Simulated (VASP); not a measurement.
# BN (a cell with a defect) in VASP: electric field gradients with PBE

Aim: the electric field gradients of BN (a cell with a defect) with PBE.

Everything below comes from runs of VASP 6.6.1. Logs are shortened: lines on timing, memory, paths and dates and some standing lists are left out, and cuts for length are marked.

## (1) The cell of the first run

The cell holds a defect, 34 atoms: a = 7.465 Å, b = 7.465 Å, c = 6.495 Å, α = 90.00°, β = 90.00°, γ = 120.00°.

## (2) Electric field gradients, PBE, collinear spin

INCAR

```
PREC = Accurate ; ENCUT = 520
EDIFF = 1E-8 ; ISMEAR = -1
SIGMA = 0.01 ; LREAL = F
LASPH = T ; NELM = 200
ALGO = Normal ; ISIF = 2
LWAVE = F ; LCHARG = F
ISPIN = 2 ; MAGMOM = 0 0 0 0.01 0 0 0 0 0 0 0 0 0 0 0.01 0 0 0 0 0.03 0 0.02 0 0 0.26 0 0.02 0 0 0 0.26 0 0.01 0
LORBIT = 11 ; NUPDOWN = 1.0
GGA = PE ; LEFG = T
NELECT = 137.0 ; NBANDS = 95
GGA_COMPAT = F ; KPAR = 2
NCORE = 2
```

KPOINTS

```
Automatic mesh
0
Gamma
  2 2 2
  0.5 0.5 0.5
```

POSCAR

```
BN
1.0
    7.4650312844      0.0000000000      0.0000000000
   -3.7325156422      6.4649067324      0.0000000000
    0.0000000000      0.0000000000      6.4954828762
B N
17 17
Direct
    0.1142468861      0.2206523910      0.2501626929
    0.2426789368      0.1103182706      0.7483717412
    0.1139135177      0.5534165797      0.2499701184
    0.2308023522      0.4471242613      0.7490991835
    0.1137566707      0.8869979154      0.2500952504
    0.2148083858      0.7709884352      0.7483334398
    0.4476483304      0.2210532775      0.2502362217
    0.5267517709      0.1101116514      0.7487234114
    0.4476635732      0.5535116028      0.2500845681
    0.4475416310      0.8869991382      0.2499480175
    0.5548484343      0.7810191357      0.7497069798
    0.7806692745      0.2205915155      0.2500442018
    0.8883960035      0.1179442069      0.7489093605
    0.7800282749      0.5535081095      0.2503122769
    0.8756144272      0.4463211182      0.7486099892
    0.7805911879      0.8868847179      0.2501895984
    0.8851966673      0.7807375773      0.7483541084
    0.1227449088      0.2221349119      0.7485294164
    0.2247497719      0.1095559771      0.2501373006
    0.1055447426      0.5498575834      0.7484406606
    0.2246793496      0.4428852343      0.2500406112
    0.1114495781      0.8902063028      0.7477396921
    0.2247778012      0.7762924765      0.2499424908
    0.5580191079      0.1096479476      0.2499758283
    0.4474591682      0.5663073935      0.7506671633
    0.5579403585      0.4427481633      0.2503707356
    0.4387499303      0.8906463238      0.7489301049
    0.5582772648      0.7764839910      0.2502365155
    0.7606420357      0.2214951457      0.7490846123
    0.8915426908      0.1098216300      0.2501940959
    0.7790703446      0.5657010834      0.7481096551
    0.8913524772      0.4429266997      0.2499885624
    0.7796064978      0.8983493391      0.7492902228
    0.8914641795      0.7764179373      0.2499692817
```

Potentials or basis: VASP PAW PBE potentials, release 64 (B, N).

On the command line:

```sh
> cat potpaw_PBE.64/B/POTCAR potpaw_PBE.64/N/POTCAR > POTCAR
> mpirun -np 4 vasp_std > vasp.out
```

OUTCAR:

```text
PREC = Accurate
   ENCUT = 520
   EDIFF = 1E-8
   ISMEAR = -1
   LREAL = F
   LASPH = T
   NELM = 200
   ISIF = 2
   ISPIN = 2
   LORBIT = 11
   NUPDOWN = 1.0
   GGA = PE
   NELECT = 137.0

 ion  position               nearest neighbor table
   1  0.114  0.221  0.250-  19 1.43  21 1.44  30 1.44
   2  0.243  0.110  0.748-  22 1.43  18 1.50   8 2.12
   3  0.114  0.553  0.250-  21 1.43  32 1.44  23 1.44
   4  0.231  0.447  0.749-  25 1.40  18 1.45  20 1.48
   5  0.114  0.887  0.250-  23 1.43  34 1.44  19 1.44
   6  0.215  0.771  0.748-  20 1.43  22 1.44  27 1.45
[... 16 lines left out ...]
  23  0.225  0.776  0.250-   5 1.43  10 1.44   3 1.44
  24  0.558  0.110  0.250-   7 1.43  12 1.44  10 1.44
  25  0.447  0.566  0.751-  11 1.39   4 1.40
  26  0.558  0.443  0.250-   9 1.43   7 1.43  14 1.44
  27  0.439  0.891  0.749-   8 1.43   6 1.45  11 1.46
  28  0.558  0.776  0.250-  10 1.43  16 1.44   9 1.44
  29  0.761  0.221  0.749-  15 1.45  13 1.50   8 1.51
  30  0.892  0.110  0.250-  12 1.43   1 1.44  16 1.44
  31  0.779  0.566  0.748-  17 1.39  15 1.40
  32  0.891  0.443  0.250-  14 1.43  12 1.44   3 1.44
  33  0.780  0.898  0.749-  13 1.42  17 1.44  11 1.45
  34  0.891  0.776  0.250-  16 1.43   5 1.44  14 1.44

  LATTYP: Found a hexagonal cell.
 ALAT       =     7.4650312844
 C/A-ratio  =     0.8701213202

  Lattice vectors:

 A1 = (   7.4650312844,   0.0000000000,   0.0000000000)
 A2 = (  -3.7325156422,   6.4649067324,   0.0000000000)
 A3 = (   0.0000000000,   0.0000000000,   6.4954828762)

Analysis of symmetry for initial positions (statically):
=====================================================================
 Subroutine PRICEL returns:
 Original cell was already a primitive cell.

 Routine SETGRP: Setting up the symmetry group for a
 hexagonal supercell.

 Subroutine GETGRP returns: Found  1 space group operations
 (whereof  1 operations were pure point group operations)
 out of a pool of 24 trial point group operations.

The static configuration has the point symmetry C_1 .

Analysis of symmetry for dynamics (positions and initial velocities):
=====================================================================
 Subroutine PRICEL returns:
 Original cell was already a primitive cell.

 Routine SETGRP: Setting up the symmetry group for a
 hexagonal supercell.

 Subroutine GETGRP returns: Found  1 space group operations
 (whereof  1 operations were pure point group operations)
 out of a pool of 24 trial point group operations.

The dynamic configuration has the point symmetry C_1 .

Analysis of structural, dynamic, and magnetic symmetry:
=====================================================================
 Subroutine PRICEL returns:
 Original cell was already a primitive cell.

 Routine SETGRP: Setting up the symmetry group for a
 hexagonal supercell.

 Subroutine GETGRP returns: Found  1 space group operations
 (whereof  1 operations were pure point group operations)
 out of a pool of 24 trial point group operations.

The overall configuration has the point symmetry C_1 .

 Subroutine INISYM returns: Found  1 space group operations
 (whereof  1 operations are pure point group operations),
 and found     1 'primitive' translations

----------------------------------------------------------------------------------------

                                     Primitive cell

  volume of cell :     313.4768

  direct lattice vectors                    reciprocal lattice vectors
     7.465031284  0.000000000  0.000000000     0.133957911  0.077340636  0.000000000
    -3.732515642  6.464906732  0.000000000     0.000000000  0.154681273  0.000000000
     0.000000000  0.000000000  6.495482876     0.000000000  0.000000000  0.153953142
[... 169 lines left out ...]
 maximum number of plane-waves:      8452
   NGX = 27   NGY = 27   NGZ = 25

 number of electron     136.9999999 magnetization       0.9999996

 Free energy of the ion-electron system (eV)
  ---------------------------------------------------
  ext. energy  EPLUGINS =         0.00000000
  ---------------------------------------------------
  free energy    TOTEN  =      -286.71728156 eV

  energy without entropy =     -286.71728156  energy(sigma->0) =     -286.71728156

 E-fermi :   2.9684     XC(G=0): -10.0699

 val. band max:        3.3845581086   @ k =   0.0000  -0.2500   0.2500
 cond. band min:       4.0373707908   @ k =   0.5000   0.2500   0.2500
 fundamental gap:      0.6528126823
 Fermi energy:         3.6170246439

 spin component 1

 k-point     1 :       0.2500    0.2500    0.2500
  band No.  band energies     occupation
      1     -15.7470      1.00000
      2     -15.2455      1.00000
      3     -15.2049      1.00000
      4     -14.6480      1.00000
      5     -14.2148      1.00000
      6     -13.8502      1.00000
[... 985 lines left out ...]
     79       8.9685      0.00000
     80       9.0286      0.00000
 Fermi energy:         2.9683796975

 spin component 2

 k-point     1 :       0.2500    0.2500    0.2500
  band No.  band energies     occupation
      1     -15.7468      1.00000
      2     -15.2451      1.00000
      3     -15.2048      1.00000
      4     -14.5974      1.00000
      5     -14.1689      1.00000
      6     -13.8501      1.00000
[... 985 lines left out ...]
     79       8.9863      0.00000
     80       9.0696      0.00000
 [bands above 80 left out]

------------------------ aborting loop because EDIFF is reached ----------------------------------------

  FORCE on cell =-STRESS in cart. coord.  units (eV):
  Direction    XX          YY          ZZ          XY          YZ          ZX
  --------------------------------------------------------------------------------------
  -------------------------------------------------------------------------------------
  Total        2.6736059     28.7055431     13.6611091     -0.8053207     -0.0017822      0.0012732
  in kB       13.6647797    146.7138157     69.8218261     -4.1159879     -0.0091086      0.0065072
  external PRESSURE =      76.7334738 kB  Pullay stress =       0.0000000 kB

 VOLUME and BASIS-vectors are now :
 -----------------------------------------------------------------------------
  energy-cutoff  :      520.00
  volume of cell :      313.48
      direct lattice vectors                 reciprocal lattice vectors
     7.465031284  0.000000000  0.000000000     0.133957911  0.077340636  0.000000000
    -3.732515642  6.464906732  0.000000000     0.000000000  0.154681273  0.000000000
     0.000000000  0.000000000  6.495482876     0.000000000  0.000000000  0.153953142

 POSITION                                       TOTAL-FORCE (eV/Angst)
 -----------------------------------------------------------------------------------
      0.02927      1.42650      1.62493        -0.170057      0.082804     -0.001456
      1.39984      0.71320      4.86104         0.062930      0.029669     -0.000897
     -1.21527      3.57779      1.62368        -0.206096      0.110762      0.001418
      0.05405      2.89062      4.86576         0.215600     -0.212098      0.011745
     -2.46154      5.73436      1.62449        -0.156240      0.098013     -0.007056
     -1.27418      4.98437      4.86079         0.221171     -0.083906      0.003937
[... 26 lines left out ...]
      2.46668      5.80774      4.86700        -0.250987      0.090147     -0.004823
      3.75682      5.01947      1.62367         0.159935     -0.092986      0.003060
 -----------------------------------------------------------------------------------
    total drift:                               -0.000175      0.000450      0.000173

  FREE ENERGIE OF THE ION-ELECTRON SYSTEM (eV)
  ---------------------------------------------------
  free  energy   TOTEN  =      -286.7172815645 eV

  energy  without entropy=     -286.7172815645  energy(sigma->0) =     -286.71728156

 Electric field gradients (V/A^2)
---------------------------------------------------------------------
 ion       V_xx      V_yy      V_zz      V_xy      V_xz      V_yz
---------------------------------------------------------------------
   1     -17.531   -17.617    35.148     0.478     0.005     0.022
   2     -15.285   -20.041    35.326     1.475    -0.010    -0.155
   3     -18.139   -17.163    35.302     0.440    -0.005     0.014
   4     -15.910   -17.544    33.454    -5.205    -0.265    -0.200
   5     -17.858   -17.345    35.203     0.075     0.011    -0.031
   6     -15.896   -20.101    35.997     0.556    -0.176     0.027
[... 26 lines left out ...]
  33      -0.164    -7.098     7.263     0.076    -0.069     0.068
  34       0.105    -0.331     0.226     0.136    -0.009    -0.029
---------------------------------------------------------------------

 Electric field gradients after diagonalization (V/A^2)
 (convention: |V_zz| > |V_xx| > |V_yy|)
----------------------------------------------------------------------
 ion       V_xx      V_yy      V_zz     asymmetry (V_yy - V_xx)/ V_zz
----------------------------------------------------------------------
   1     -18.054   -17.094    35.148       0.027
   2     -20.461   -14.865    35.326       0.158
   3     -18.308   -16.994    35.302       0.037
   4     -21.997   -11.459    33.456       0.315
   5     -17.869   -17.334    35.203       0.015
   6     -20.173   -15.825    35.998       0.121
[... 26 lines left out ...]
  33      -7.100    -0.164     7.264       0.955
  34       0.231     0.141    -0.371       0.242
----------------------------------------------------------------------

           NMR quadrupolar parameters

 Cq : quadrupolar parameter    Cq=e*Q*V_zz/h
 eta: asymmetry parameters     (V_yy - V_xx)/ V_zz
 Q  : nuclear electric quadrupole moment in mb (millibarn)
----------------------------------------------------------------------
 ion       Cq(MHz)       eta       Q (mb)
----------------------------------------------------------------------
   1       0.085       0.027       1.000
   2       0.085       0.158       1.000
   3       0.085       0.037       1.000
   4       0.081       0.315       1.000
   5       0.085       0.015       1.000
   6       0.087       0.121       1.000
[... 26 lines left out ...]
  33       0.018       0.955       1.000
  34      -0.001       0.242       1.000
----------------------------------------------------------------------

 total charge

# of ion       s       p       d       tot
------------------------------------------
    1        0.755   1.459   0.000   2.213
    2        0.704   1.197   0.000   1.902
    3        0.754   1.457   0.000   2.211
    4        0.749   1.440   0.000   2.189
    5        0.755   1.458   0.000   2.213
    6        0.763   1.456   0.000   2.220
[... 26 lines left out ...]
   33        1.234   2.808   0.000   4.042
   34        1.229   2.822   0.000   4.052
--------------------------------------------------
tot         33.630  71.414   0.000 105.044

 magnetization (x)

# of ion       s       p       d       tot
------------------------------------------
    1       -0.000  -0.000   0.000  -0.000
    2        0.002   0.005   0.000   0.007
    3        0.000  -0.000   0.000  -0.000
    4        0.004   0.009   0.000   0.014
    5       -0.000  -0.000   0.000  -0.000
    6       -0.001  -0.002   0.000  -0.003
[... 26 lines left out ...]
   33       -0.000   0.012   0.000   0.012
   34       -0.000  -0.000   0.000  -0.000
--------------------------------------------------
tot          0.092   0.698   0.000   0.789
```

Run time: 8 min. Hardware: 4 MPI ranks of Intel Xeon Platinum 8375C at 2.90GHz (Ice Lake), shared host; peak memory 0.46 GiB.

Results:

```yaml
Free_energy: -286.7173 eV
Largest_force: 0.359 eV/Å
Net_moment: 1.00 μB per cell
Site_moments: B -0.00, +0.01, +0.00, -0.01 (each value once); N +0.01, +0.00, +0.04, -0.00, +0.02, +0.33 (each value once) μB
Largest_electric_field_gradient_by_atom: B +35.1, +35.3, +33.5, +35.2, +36.0, +35.4, +35.6, +33.8, +32.5, +33.2, +33.9 (each value once); N +21.2, +1.0, +8.6, -9.3, +1.2, +0.9, -17.9, +0.5, -9.6, -0.3, +20.9, -17.3, +7.3, -0.4 (each value once) V/Å²
Valence_electrons_inside_the_program's_atomic_spheres: B 2.21, 1.90, 2.19, 2.22, 1.89, 2.20, 2.24, 2.08, 2.18 (each value once); N 3.94, 4.05, 3.99, 4.03, 3.89, 4.06, 4.04 (each value once)
```

Forces in eV/Å, atoms in the order of the input:
```
B   -0.170  0.083 -0.001
B    0.063  0.030 -0.001
B   -0.206  0.111  0.001
B    0.216 -0.212  0.012
B   -0.156  0.098 -0.007
B    0.221 -0.084  0.004
B   -0.177  0.097 -0.005
B    0.115  0.108  0.011
B   -0.164  0.102  0.005
B   -0.188  0.118  0.008
B    0.353 -0.053  0.000
B   -0.188  0.104  0.000
B    0.309 -0.082  0.003
B   -0.175  0.093 -0.009
B    0.172 -0.118 -0.002
B   -0.167  0.106 -0.005
B   -0.031 -0.115  0.008
N   -0.231  0.087  0.010
N    0.169 -0.083 -0.006
N   -0.271  0.152  0.009
N    0.185 -0.089 -0.005
N    0.137  0.030  0.018
N    0.169 -0.099 -0.007
N    0.188 -0.115 -0.003
N   -0.138 -0.011 -0.009
N    0.171 -0.097 -0.006
N   -0.355 -0.052  0.000
N    0.159 -0.111 -0.010
N   -0.270  0.157 -0.007
N    0.164 -0.094 -0.008
N   -0.001  0.041  0.005
N    0.188 -0.099 -0.002
N   -0.251  0.090 -0.005
N    0.160 -0.093  0.003
```

Electric field gradients, principal values (V/Å²):
```tsv
atom	least	middle	greatest (by size)
1 B	-17.094	-18.054	35.148
2 B	-14.865	-20.461	35.326
3 B	-16.994	-18.308	35.302
4 B	-11.459	-21.997	33.456
5 B	-17.334	-17.869	35.203
6 B	-15.825	-20.173	35.998
7 B	-16.876	-18.328	35.204
8 B	-15.043	-20.405	35.447
9 B	-16.767	-18.877	35.644
10 B	-16.878	-18.320	35.198
11 B	-10.876	-22.887	33.763
12 B	-17.285	-17.833	35.118
13 B	-13.492	-19.011	32.503
14 B	-17.301	-18.325	35.627
15 B	-10.486	-22.737	33.223
16 B	-16.943	-18.318	35.261
17 B	-10.898	-22.984	33.882
18 N	-5.257	-15.903	21.160
19 N	-0.355	-0.679	1.034
20 N	-1.662	-6.958	8.620
21 N	-0.311	-0.656	0.967
22 N	0.547	8.736	-9.282
23 N	-0.550	-0.626	1.175
24 N	-0.348	-0.517	0.865
25 N	2.847	15.091	-17.937
26 N	-0.094	-0.415	0.509
27 N	0.249	9.312	-9.560
28 N	0.083	0.227	-0.309
29 N	-5.184	-15.724	20.909
30 N	-0.451	-0.583	1.034
31 N	2.817	14.519	-17.335
32 N	-0.166	-0.798	0.964
33 N	-0.164	-7.100	7.264
34 N	0.141	0.231	-0.371
```

Caveat: the k points lie up to 0.49 Å⁻¹ apart; the cell carries a net charge on a neutralising background, which shifts energy and pressure; the cell is charged against a uniform background, so pressure and absolute levels hang on convention; without QUAD_EFG the Cq values of the log hold for a quadrupole moment of 1 mb, not for the nuclei; the total moment is fixed, so each spin has its own Fermi level and the state may be an excited one.
